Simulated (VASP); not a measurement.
A run of VASP 6.6.1:

File INCAR:

```
SYSTEM = Al16Ru15
PREC     = Accurate       ! precision mode
ENCUT    = 520            ! plane-wave cutoff, eV
EDIFF    = 1E-6           ! SCF threshold, eV
ISMEAR   = 1              ! smearing method
SIGMA    = 0.1            ! smearing width, eV
LREAL    = Auto         
LASPH    = .True.         ! aspherical terms in the spheres
NELM     = 100            ! most SCF steps
ALGO     = Normal         ! electronic algorithm
ISIF     = 2              ! what is computed and relaxed
LWAVE    = .False.        ! write WAVECAR
LCHARG   = .False.        ! write CHGCAR
GGA      = PS             ! functional
NBANDS   = 150            ! bands
```

Contents of KPOINTS:

```
Automatic mesh
0
Gamma
  2 2 2
  0 0 0
```

POSCAR

```
Al16Ru15
1.0
    0.0000000000      6.0068828200      6.0068828200
    6.0068828200      0.0000000000      6.0068828200
    6.0068828200      6.0068828200      0.0000000000
Al Ru
16 15
Direct
    0.0030434200      0.0046701400     -0.0174012800
    0.2495478900      0.2510664100      0.2179293400
    0.0028128200      0.0044213500      0.5094872700
    0.2495391900      0.2510736600      0.7814529400
    0.0012007000      0.4994151000     -0.0005089300
    0.2593481000      0.7343280200      0.2528881500
   -0.0322915200      0.5329039400      0.4992441000
    0.2395539200      0.7678726500      0.7460045900
    0.4977609400      0.0028537100     -0.0005178100
    0.7327339400      0.2610666900      0.2528181900
    0.5311321800     -0.0305176300      0.4992300400
    0.7662795300      0.2412733900      0.7459500800
    0.4961914200      0.4978017400      0.0161148100
    0.7494847100      0.7511302800      0.2513308800
    0.4959442400      0.4975712000      0.4896903300
    0.7494726500      0.7511429600      0.7476156700
    0.1129475700      0.1146306100      0.1361569000
    0.2493456300      0.2512537200      0.4999316100
    0.3859847000      0.3876667600      0.8631195400
    0.1234544900      0.6216866700      0.1287831800
    0.3755351000      0.8805181800      0.3733408500
    0.1232747000      0.6216661500      0.6256037800
    0.3756893500      0.8805349700      0.8699357900
    0.6200914800      0.1250794200      0.1287845100
    0.8789237900      0.3771586900      0.3733102000
    0.6200749000      0.1249250500      0.6255471400
    0.8789434700      0.3773392800      0.8699349800
    0.6251887300      0.6268797900      0.1238163700
    0.8859878400      0.8877318200      0.3629490800
    0.6128817900      0.6146278000      0.6360537200
    0.8737409500      0.8754319800      0.8752646700
```

Potentials or basis: VASP PAW PBE potentials, release 64 (Al, Ru_pv).

Launch:

```console
$ cat potpaw_PBE.64/Al/POTCAR potpaw_PBE.64/Ru_pv/POTCAR > POTCAR
$ mpirun -np 1 vasp_std > vasp.out
```

Hardware: 1 thread of Intel Xeon 8259CL, on a shared host.

Question: Estimate the wall time of this run.

Answer: It took 55 min on 1 thread of Intel Xeon 8259CL, with other jobs on the host, peak memory 0.76 GiB. Counts: scf iterations 21, k points 8.
